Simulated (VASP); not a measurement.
Set up this calculation in VASP 6.6.1, as the native input.

| Item | Value |
| --- | --- |
| Task | single point |
| Functional | PBEsol |
| Potentials or basis | VASP PAW PBE potentials, release 64 (V_sv, Al, C) |
| Cutoff | 520 eV |
| k mesh | 9 × 9 × 2 |
| Occupations | fermi-dirac, width 0.05 eV |
| Spin | collinear spin, ferromagnetic start |
| Starting moments | [2.0, 2.0, 2.0, 2.0, 0.0, 0.0, 0.0, 0.0] μB |
| Dipole correction | no |
| Further INCAR settings | ALGO = Normal; EDIFF = 1e-06; NBANDS = 47 |

The structure of AlV2C lies in POSCAR:

```
AlV2C
1.0
    2.8875990726      0.0000000000      0.0000000000
   -1.4437995363      2.5007341528      0.0000000000
    0.0000000000      0.0000000000     12.5806301856
V Al C
4 2 2
Direct
    0.3333333333      0.6666666667      0.9136157800
    0.6666666667      0.3333333333      0.0863842200
    0.6666666667      0.3333333333      0.4136157800
    0.3333333333      0.6666666667      0.5863842200
    0.6666666667      0.3333333333      0.7500000000
    0.3333333333      0.6666666667      0.2500000000
    0.0000000000      0.0000000000      0.5000000000
    0.0000000000      0.0000000000      0.0000000000
```

One way to write it, as run:

INCAR

```
SYSTEM = AlV2C
  ALGO = Normal
  EDIFF = 1E-6
  ENCUT = 520
  GGA = PS
  ISIF = 2
  ISMEAR = -1
  ISPIN = 2
  LASPH = .TRUE.
  LCHARG = .TRUE.
  LELF = .TRUE.
  LMAXMIX = 4
  LORBIT = 11
  LREAL = .FALSE.
  LVHAR = .TRUE.
  LWAVE = .FALSE.
  MAGMOM = 2 2 2 2 0 0 0 0
  NBANDS = 47
  NELM = 150
  PREC = Accurate
  SIGMA = 0.05
```

KPOINTS

```
k-points
0
G
  9 9 2
  0 0 0
```

Potentials or basis: VASP PAW PBE potentials, release 64 (V_sv, Al, C).

Launch:

```console
$ cat potpaw_PBE.64/V_sv/POTCAR potpaw_PBE.64/Al/POTCAR potpaw_PBE.64/C/POTCAR > POTCAR
$ mpirun -np 1 vasp_std > vasp.out
```

It gave:

| Item | Value |
| --- | --- |
| Pressure | 6.0 GPa |
| Largest force | 0.090 eV/Å |
| Band gap on the k mesh | zero (filled and empty bands overlap) |
| Net moment | 0.00 μB per cell |
| Valence electrons inside the program's atomic spheres | V 11.83; Al 0.85; C 2.49 |

Caveat: the PAW data sets were made with another functional, which shifts forces and pressure a little.

Run time: 2.2 min on 1 thread of AMD EPYC 9R45 96-Core Processor (Zen 5) (shared host), peak memory 0.32 GiB.
